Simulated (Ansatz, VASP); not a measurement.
**Two plane-wave programs on In3GaSb2N2**

```
In Ga Sb N
1.0
     3.89500   -3.89500    0.00000
     3.89500    3.89500    0.00000
     0.00000    0.00000    5.51000
In Ga Sb N
3 1 2 2
Direct
  0.00000 0.50000 0.50000
  0.50000 0.50000 0.00000
  0.50000 0.00000 0.50000
  0.00000 0.00000 0.00000
  0.25000 0.25000 0.25000
  0.75000 0.75000 0.25000
  0.75000 0.25000 0.75000
  0.25000 0.75000 0.75000
```

Alike in both runs: task relaxation of cell and atoms; functional PBE; k mesh 2 × 2 × 2; occupations gaussian, width 0.15 eV; no spin polarisation.

|  | VASP | Ansatz |
| --- | --- | --- |
| version | VASP 6.6.1 | Ansatz 0.2.0 |
| potentials or method | VASP PAW PBE potentials, release 64 (In_d, Ga_d, Sb, N), cutoff 600 eV | scalar-relativistic, plane waves, PAW |
| valence electrons in the cell | 72 | 92 |

VASP gave:

```
gap on the k mesh at the Fermi level, each at its own relaxed structure (eV) : none
relaxed volume (Å³/atom)                                                     : 22.86
relaxed length of the cell vector where the two differ most in proportion (Å)              : 6.604
```

Question: Which values does Ansatz return?

Answer: gap on the k mesh at the Fermi level, each at its own relaxed structure (eV): none; relaxed volume (Å³/atom): 22.85; relaxed length of the cell vector where the two differ most in proportion (Å): 6.581.

A gap of «none» marks a metal or a gap that the smearing closes. VASP's potentials hold 72 valence electrons a cell and Ansatz's 92, so a difference there can come from the potentials and not from the codes.

The k mesh is coarse, so the values compare programs but aren't converged. Spin-orbit coupling is off throughout.
